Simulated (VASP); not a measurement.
# Ga3S2 (Pm-3m) in VASP: further runs

Runs on Ga3S2. Level: PBE. Tasks: single point, relaxation of cell and atoms.

Everything below comes from runs of VASP 6.6.1. Logs are shortened: lines on timing, memory, paths and dates and some standing lists are left out, and cuts for length are marked.

## Step 1: The cell of the first run

It takes space group Pm-3m (No. 221, cubic). The conventional cell has a = 4.823 Å, b = 4.823 Å, c = 4.823 Å, α = 90.00°, β = 90.00°, γ = 90.00°. Within 3.2 Å of Ga (site symmetry 4/mmm) lie 2 S at 2.41 Å. S (site symmetry m-3m) has 6 Ga at 2.41 Å within 3.2 Å. S (site symmetry m-3m) has 12 Ga at 3.41 Å and 8 S at 4.18 Å within 4.5 Å.

## Step 2: Single point, PBE

INCAR reads:

```
ALGO     = Normal         # electronic algorithm
EDIFF    = 1E-7           # SCF threshold, eV
ENCUT    = 520            # plane-wave cutoff, eV
GGA      = PE             # functional
ISIF     = 2              # what is computed and relaxed
ISMEAR   = 0              # smearing method
LASPH    = T              # aspherical terms in the spheres
LCHARG   = F              # write CHGCAR
LREAL    = F              # projectors in reciprocal space
LWAVE    = F              # write WAVECAR
NBANDS   = 34             # bands
NELM     = 100            # most SCF steps
PREC     = Accurate       # precision mode
SIGMA    = 0.1            # smearing width, eV
```

KPOINTS reads:

```
k-points
0
Gamma
  4 4 4
```

POSCAR reads:

```
Ga3S2
1.0
    4.8231778600      0.0000000000      0.0000000000
    0.0000000000      4.8231778600      0.0000000000
    0.0000000000      0.0000000000      4.8231778600
Ga S
3 2
Direct
    0.0000000000      0.5000000000      0.5000000000
    0.5000000000      0.0000000000      0.5000000000
    0.5000000000      0.5000000000      0.0000000000
    0.5000000000      0.5000000000      0.5000000000
    0.0000000000      0.0000000000      0.0000000000
```

Potentials or basis: VASP PAW PBE potentials, release 64 (Ga_d, S).

Started as:

```console
$ cat potpaw_PBE.64/Ga_d/POTCAR potpaw_PBE.64/S/POTCAR > POTCAR
$ mpirun -np 1 vasp_std > vasp.out
```

OUTCAR:

```text
EDIFF = 1E-7
   ENCUT = 520
   GGA = PE
   ISIF = 2
   ISMEAR = 0
   LASPH = T
   LREAL = F
   NELM = 100
   PREC = Accurate

 ion  position               nearest neighbor table
   1  0.000  0.500  0.500-   4 2.41   4 2.41
   2  0.500  0.000  0.500-   4 2.41   4 2.41
   3  0.500  0.500  0.000-   4 2.41   4 2.41
   4  0.500  0.500  0.500-   1 2.41   2 2.41   3 2.41   3 2.41   2 2.41   1 2.41
   5  0.000  0.000  0.000-

  LATTYP: Found a simple cubic cell.
 ALAT       =     4.8231778600

  Lattice vectors:

 A1 = (   4.8231778600,   0.0000000000,   0.0000000000)
 A2 = (   0.0000000000,   4.8231778600,   0.0000000000)
 A3 = (   0.0000000000,   0.0000000000,   4.8231778600)

Analysis of symmetry for initial positions (statically):
=====================================================================
 Subroutine PRICEL returns:
 Original cell was already a primitive cell.

 Routine SETGRP: Setting up the symmetry group for a
 simple cubic supercell.

 Subroutine GETGRP returns: Found 48 space group operations
 (whereof 48 operations were pure point group operations)
 out of a pool of 48 trial point group operations.

The static configuration has the point symmetry O_h .

Analysis of symmetry for dynamics (positions and initial velocities):
=====================================================================
 Subroutine PRICEL returns:
 Original cell was already a primitive cell.

 Routine SETGRP: Setting up the symmetry group for a
 simple cubic supercell.

 Subroutine GETGRP returns: Found 48 space group operations
 (whereof 48 operations were pure point group operations)
 out of a pool of 48 trial point group operations.

The dynamic configuration has the point symmetry O_h .

 Subroutine INISYM returns: Found 48 space group operations
 (whereof 48 operations are pure point group operations),
 and found     1 'primitive' translations

----------------------------------------------------------------------------------------

                                     Primitive cell

  volume of cell :     112.2018

  direct lattice vectors                    reciprocal lattice vectors
     4.823177860  0.000000000  0.000000000     0.207332184  0.000000000  0.000000000
     0.000000000  4.823177860  0.000000000     0.000000000  0.207332184  0.000000000
     0.000000000  0.000000000  4.823177860     0.000000000  0.000000000  0.207332184

  length of vectors
     4.823177860  4.823177860  4.823177860     0.207332184  0.207332184  0.207332184

  position of ions in fractional coordinates (direct lattice)
     0.000000000  0.500000000  0.500000000
     0.500000000  0.000000000  0.500000000
     0.500000000  0.500000000  0.000000000
     0.500000000  0.500000000  0.500000000
     0.000000000  0.000000000  0.000000000

  ion indices of the primitive-cell ions
   primitive index   ion index
                 1           1
                 2           2
                 3           3
                 4           4
                 5           5

----------------------------------------------------------------------------------------

 KPOINTS: k-points

Automatic generation of k-mesh.
 Grid dimensions read from file:
 generate k-points for:    4    4    4

 Generating k-lattice:

  Cartesian coordinates                     Fractional coordinates (reciprocal lattice)
     0.051833046  0.000000000  0.000000000     0.250000000  0.000000000  0.000000000
     0.000000000  0.051833046  0.000000000     0.000000000  0.250000000  0.000000000
     0.000000000  0.000000000  0.051833046     0.000000000  0.000000000  0.250000000

  Length of vectors
     0.051833046  0.051833046  0.051833046

  Shift w.r.t. Gamma in fractional coordinates (k-lattice)
     0.000000000  0.000000000  0.000000000

 Subroutine IBZKPT returns following result:
 ===========================================

 Found     10 irreducible k-points:

 Following reciprocal coordinates:
            Coordinates               Weight
  0.000000  0.000000  0.000000      1.000000
  0.250000  0.000000  0.000000      6.000000
  0.500000  0.000000  0.000000      3.000000
  0.250000  0.250000  0.000000     12.000000
  0.500000  0.250000  0.000000     12.000000
  0.500000  0.500000  0.000000      3.000000
  0.250000  0.250000  0.250000      8.000000
  0.500000  0.250000  0.250000     12.000000
  0.500000  0.500000  0.250000      6.000000
  0.500000  0.500000  0.500000      1.000000
   k-points           NKPTS =     10   k-points in BZ     NKDIM =     10   number of bands    NBANDS=     34
   number of dos      NEDOS =    301   number of ions     NIONS =      5
   total plane-waves  NPLWV =  46656
   dimension x,y,z NGX =    36 NGY =   36 NGZ =   36
   dimension x,y,z NGXF=    72 NGYF=   72 NGZF=   72
   ions per type =               3   2
   NGX,Y,Z   is equivalent  to a cutoff of  12.41, 12.41, 12.41 a.u.
   NGXF,Y,Z  is equivalent  to a cutoff of  24.82, 24.82, 24.82 a.u.
 SYSTEM =  unknown system
   PREC   = accura    normal or accurate (medium, high low for compatibility)
   ISTART =      0    job   : 0-new  1-cont  2-samecut
   ICHARG =      2    charge: 1-file 2-atom 10-const
   ISPIN  =      1    spin polarized calculation?
   LNONCOLLINEAR =      F non collinear calculations
   LSORBIT =      F    spin-orbit coupling
   LASPH  =      T    aspherical Exc in radial PAW
   ENCUT  =  520.0 eV  38.22 Ry    6.18 a.u.   8.97  8.97  8.97*2*pi/ulx,y,z
   NELM   =    100;   NELMIN=  2; NELMDL= -5     # of ELM steps
   EDIFF  = 0.1E-06   stopping-criterion for ELM
   LREAL  =      F    real-space projection
   EDIFFG = 0.1E-05   stopping-criterion for IOM
   NSW    =      0    number of steps for IOM
   IBRION =     -1    ionic relax: 0-MD 1-quasi-New 2-CG
   NFREE  =      0    steps in history (QN), initial steepest desc. (CG)
   ISIF   =      2    stress and relaxation
   ISYM   =      2    0-nonsym 1-usesym 2-fastsym
   POTIM  = 0.5000    time-step for ionic-motion
   TEBEG  =    0.0;   TEEND  =   0.0 temperature during run
   PSTRESS=    0.0 pullay stress
   NELECT =      51.0000    total number of electrons
   NUPDOWN=      -1.0000    fix difference up-down
   EMIN   =  10.00;   EMAX   =-10.00  energy-range for DOS
   EFERMI =   0.00;   METHOD = LEGACY
   ISMEAR =     0;   SIGMA  =   0.10  broadening in eV -4-tet -1-fermi 0-gaus
   EFERMI_NEDOS =   21; number of points for ismear=-14 and -15
   IALGO  =     38    algorithm
   IMIX   =      4    mixing-type and parameters
     AMIX     =   0.40;   BMIX     =  1.00
     AMIX_MAG =   1.60;   BMIX_MAG =  1.00
  volume/ion in A,a.u.               =      22.44       151.44
  Fermi-wavevector in a.u.,A,eV,Ry     =   1.258727  2.378649 21.556991  1.584394
  Thomas-Fermi vector in A             =   2.392322
   LORBIT       =      0    0 simple, 1 ext, 2 COOP (PROOUT), +10 PAW based schemes
   GGA     = PE    functional components
   LHFCALC =     F    Hartree Fock is set to
   AEXX    =    0.0000 exact exchange contribution
   IVDW    =     0    specifies the selected vdW correction
   LEPSILON=     F    determine dielectric tensor
   LRPA    =     F    only Hartree local field effects (RPA)
 non-spin polarized calculation
 Gauss-broadening in eV      SIGMA  =   0.10
  energy-cutoff  :      520.00
  volume of cell :      112.20
 maximum number of plane-waves:      3050
 NGX is ok and might be reduce to    36
   NGX = 17   NGY = 17   NGZ = 17

 number of electron      51.0000010 magnetization

 Free energy of the ion-electron system (eV)
  ---------------------------------------------------
  ext. energy  EPLUGINS =         0.00000000
  ---------------------------------------------------
  free energy    TOTEN  =       -15.69005534 eV

  energy without entropy =      -15.68523513  energy(sigma->0) =      -15.68764524

 E-fermi :   4.2551     XC(G=0):  -9.6898

 val. band max:        4.0808070852   @ k =   0.5000   0.2500   0.0000
 cond. band min:       4.3498079014   @ k =   0.5000   0.2500   0.2500
 fundamental gap:      0.2690008162
 Fermi energy:         4.2550850682

 k-point     1 :       0.0000    0.0000    0.0000
  band No.  band energies     occupation
      1     -12.2729      2.00000
      2     -10.9678      2.00000
      3     -10.9678      2.00000
      4     -10.9678      2.00000
      5     -10.9258      2.00000
      6     -10.9258      2.00000
[... 26 lines left out ...]
     33       9.4389      0.00000
     34       9.4389      0.00000

 k-point     2 :       0.2500    0.0000    0.0000
  band No.  band energies     occupation
      1     -12.1486      2.00000
      2     -10.9652      2.00000
      3     -10.9533      2.00000
      4     -10.9506      2.00000
      5     -10.9506      2.00000
      6     -10.9240      2.00000
[... 26 lines left out ...]
     33       9.6961      0.00000
     34      11.0116      0.00000

 k-point     3 :       0.5000    0.0000    0.0000
  band No.  band energies     occupation
      1     -12.0016      2.00000
      2     -11.0073      2.00000
      3     -10.9625      2.00000
      4     -10.9227      2.00000
      5     -10.9167      2.00000
      6     -10.9111      2.00000
[... 26 lines left out ...]
     33       7.5764      0.00000
     34      10.0771      0.00000
[... 186 lines left out ...]
 k-point     9 :       0.5000    0.5000    0.2500
  band No.  band energies     occupation
      1     -11.4444      2.00000
      2     -11.0412      2.00000
      3     -11.0412      2.00000
      4     -10.9313      2.00000
      5     -10.9295      2.00000
      6     -10.9240      2.00000
[... 26 lines left out ...]
     33       9.1553      0.00000
     34      10.7336      0.00000

 k-point    10 :       0.5000    0.5000    0.5000
  band No.  band energies     occupation
      1     -11.0523      2.00000
      2     -11.0523      2.00000
      3     -11.0523      2.00000
      4     -10.9402      2.00000
      5     -10.9269      2.00000
      6     -10.9269      2.00000
[... 26 lines left out ...]
     33      10.9597      0.00000
     34      10.9597      0.00000

------------------------ aborting loop because EDIFF is reached ----------------------------------------

  FORCE on cell =-STRESS in cart. coord.  units (eV):
  Direction    XX          YY          ZZ          XY          YZ          ZX
  --------------------------------------------------------------------------------------
  -------------------------------------------------------------------------------------
  Total        2.2015212      2.2015212      2.2015212     -0.0000000     -0.0000000      0.0000000
  in kB       31.4364588     31.4364588     31.4364588     -0.0000000     -0.0000000      0.0000000
  external PRESSURE =      31.4364588 kB  Pullay stress =       0.0000000 kB

 VOLUME and BASIS-vectors are now :
 -----------------------------------------------------------------------------
  energy-cutoff  :      520.00
  volume of cell :      112.20
      direct lattice vectors                 reciprocal lattice vectors
     4.823177860  0.000000000  0.000000000     0.207332184  0.000000000  0.000000000
     0.000000000  4.823177860  0.000000000     0.000000000  0.207332184  0.000000000
     0.000000000  0.000000000  4.823177860     0.000000000  0.000000000  0.207332184

 POSITION                                       TOTAL-FORCE (eV/Angst)
 -----------------------------------------------------------------------------------
      0.00000      2.41159      2.41159         0.000000      0.000000      0.000000
      2.41159      0.00000      2.41159         0.000000      0.000000      0.000000
      2.41159      2.41159      0.00000         0.000000      0.000000      0.000000
      2.41159      2.41159      2.41159         0.000000      0.000000      0.000000
      0.00000      0.00000      0.00000         0.000000      0.000000      0.000000
 -----------------------------------------------------------------------------------
    total drift:                                0.000000      0.000000      0.000000

  FREE ENERGIE OF THE ION-ELECTRON SYSTEM (eV)
  ---------------------------------------------------
  free  energy   TOTEN  =       -15.6900553363 eV

  energy  without entropy=      -15.6852351339  energy(sigma->0) =      -15.68764524
```

It took 29 s on 1 thread of Intel Xeon Platinum 8375C at 2.90GHz (Ice Lake), shared host; peak memory 0.2 GiB.

What came out:

| Quantity | Value |
| --- | --- |
| Free energy | -15.6901 eV |
| Pressure | 3.1 GPa |

Levels at points of the mesh, in eV from the Fermi level:
| k point | band 22 | band 23 | band 24 | band 25 | band 26 | band 27 | band 28 | band 29 |
| --- | --- | --- | --- | --- | --- | --- | --- | --- |
| (0.00, 0.00, 0.00) | -4.16 | -4.16 | -1.96 | -1.96 | -1.96 | 3.53 | 3.53 | 3.53 |
| (0.50, 0.00, 0.00) | -3.92 | -2.16 | -2.16 | -0.38 | 0.53 | 1.47 | 2.34 | 2.34 |
| (0.50, 0.50, 0.00) | -2.27 | -2.27 | -1.73 | -1.11 | 1.04 | 1.04 | 1.32 | 1.32 |
| (0.50, 0.50, 0.50) | -3.61 | -3.61 | 0.82 | 0.82 | 0.82 | 1.77 | 1.77 | 1.77 |

## Step 3: Single point, PBE

This run uses another cell than the first one, of 23.96 Å³/atom, 1.068 times its volume.

INCAR reads:

```
ALGO = Normal ; EDIFF = 1E-6
ENCUT = 520 ; GGA = PE
ISIF = 2 ; ISMEAR = 0
LASPH = T ; LCHARG = F
LREAL = F ; LWAVE = F
NBANDS = 34 ; NELM = 100
PREC = Accurate ; SIGMA = 0.1
```

KPOINTS is that of step 2.

Edit POSCAR of step 2 so:

```diff
@@ -2,5 +2,5 @@
 1.0
-    4.8231778600      0.0000000000      0.0000000000
-    0.0000000000      4.8231778600      0.0000000000
-    0.0000000000      0.0000000000      4.8231778600
+    4.9298770308      0.0000000000      0.0000000000
+    0.0000000000      4.9298770308      0.0000000000
+    0.0000000000      0.0000000000      4.9298770308
 Ga S
```

Potentials or basis: VASP PAW PBE potentials, release 64 (Ga_d, S).

Started as:

```console
$ cat potpaw_PBE.64/Ga_d/POTCAR potpaw_PBE.64/S/POTCAR > POTCAR
$ mpirun -np 1 vasp_std > vasp.out
```

It took 50 s on 1 thread of Intel Xeon Platinum 8375C at 2.90GHz (Ice Lake), shared host; peak memory 0.24 GiB.

It converged, with:

```
Free energy : -15.7657 eV
Pressure    : 0.2 GPa
```

Levels at points of the mesh, in eV from the Fermi level:
| k point | band 22 | band 23 | band 24 | band 25 | band 26 | band 27 | band 28 | band 29 |
| --- | --- | --- | --- | --- | --- | --- | --- | --- |
| (0.00, 0.00, 0.00) | -4.26 | -4.26 | -1.85 | -1.85 | -1.85 | 3.34 | 3.34 | 3.34 |
| (0.50, 0.00, 0.00) | -4.06 | -2.02 | -2.02 | -0.53 | 0.23 | 1.49 | 2.23 | 2.23 |
| (0.50, 0.50, 0.00) | -2.16 | -2.16 | -1.62 | -1.03 | 0.90 | 0.90 | 1.07 | 1.07 |
| (0.50, 0.50, 0.50) | -3.35 | -3.35 | 0.47 | 0.47 | 0.47 | 1.64 | 1.64 | 1.64 |

## Step 4: Single point, PBE

This run uses another cell than the first one, of 25.51 Å³/atom, 1.137 times its volume.

INCAR reads:

```
SYSTEM = Ga3S2
ALGO = Normal
EDIFF = 1E-6
ENCUT = 520
GGA = PE
ISIF = 2
ISMEAR = 0
LASPH = .True.
LCHARG = .False.
LREAL = .False.
LWAVE = .False.
NBANDS = 34
NELM = 80
PREC = Accurate
SIGMA = 0.1
```

KPOINTS reads:

```
k-points
0
Gamma
  8 8 8
  0 0 0
```

Edit POSCAR of step 3 so:

```diff
@@ -2,5 +2,5 @@
 1.0
-    4.9298770308      0.0000000000      0.0000000000
-    0.0000000000      4.9298770308      0.0000000000
-    0.0000000000      0.0000000000      4.9298770308
+    5.0340652856      0.0000000000      0.0000000000
+    0.0000000000      5.0340652856      0.0000000000
+    0.0000000000      0.0000000000      5.0340652856
 Ga S
```

Started as:

```console
$ cat potpaw_PBE.64/Ga_d/POTCAR potpaw_PBE.64/S/POTCAR > POTCAR
$ mpirun -np 1 vasp_std > vasp.out
```

It took 2 min on 1 thread of Intel Xeon Platinum 8375C at 2.90GHz (Ice Lake), shared host; peak memory 0.29 GiB.

It converged, with:

- Free energy: -15.4354 eV
- Pressure: 0.1 GPa

Levels at points of the mesh, in eV from the Fermi level:
```csv
k point,band 23,band 24,band 25,band 26,band 27,band 28,band 29,band 30
"(0.00, 0.00, 0.00)",-3.92,-1.41,-1.41,-1.41,3.57,3.57,3.57,4.05
"(0.50, 0.00, 0.00)",-1.56,-1.56,-0.29,0.51,1.89,2.54,2.54,2.65
"(0.50, 0.50, 0.00)",-1.68,-1.22,-0.54,1.04,1.04,1.51,1.51,3.34
"(0.50, 0.50, 0.50)",-2.77,0.70,0.70,0.70,1.90,1.90,1.90,3.43
```

## Step 5: Single point, PBE

This run uses another cell than the first one, of 25.51 Å³/atom, 1.137 times its volume.

INCAR reads:

```
PREC     = Accurate       # precision mode
ENCUT    = 520            # plane-wave cutoff, eV
EDIFF    = 1E-7           # SCF threshold, eV
ISMEAR   = 0              # smearing method
SIGMA    = 0.1            # smearing width, eV
LREAL    = F              # projectors in reciprocal space
LASPH    = T              # aspherical terms in the spheres
NELM     = 60             # most SCF steps
ALGO     = Normal         # electronic algorithm
ISIF     = 2              # what is computed and relaxed
LWAVE    = F              # write WAVECAR
LCHARG   = F              # write CHGCAR
GGA      = PE             # functional
NBANDS   = 34             # bands
```

KPOINTS reads:

```
Automatic mesh
0
Gamma
  8 8 8
```

POSCAR is that of step 4.

Started as:

```console
$ cat potpaw_PBE.64/Ga_d/POTCAR potpaw_PBE.64/S/POTCAR > POTCAR
$ mpirun -np 1 vasp_std > vasp.out
```

It took 2 min on 1 thread of Intel Xeon Platinum 8375C at 2.90GHz (Ice Lake), shared host; peak memory 0.29 GiB.

The run converged. Its results:

```yaml
Free_energy: -15.4354 eV
Pressure: 0.1 GPa
```

Levels at points of the mesh, in eV from the Fermi level:
```
           k point  band 24  band 25  band 26  band 27  band 28  band 29
(0.00, 0.00, 0.00)    -1.41    -1.41    -1.41     3.57     3.57     3.57
(0.50, 0.00, 0.00)    -1.56    -0.29     0.51     1.89     2.54     2.54
(0.50, 0.50, 0.00)    -1.22    -0.54     1.04     1.04     1.51     1.51
(0.50, 0.50, 0.50)     0.70     0.70     0.70     1.90     1.90     1.90
```

(Continued in part 2 of 2.)
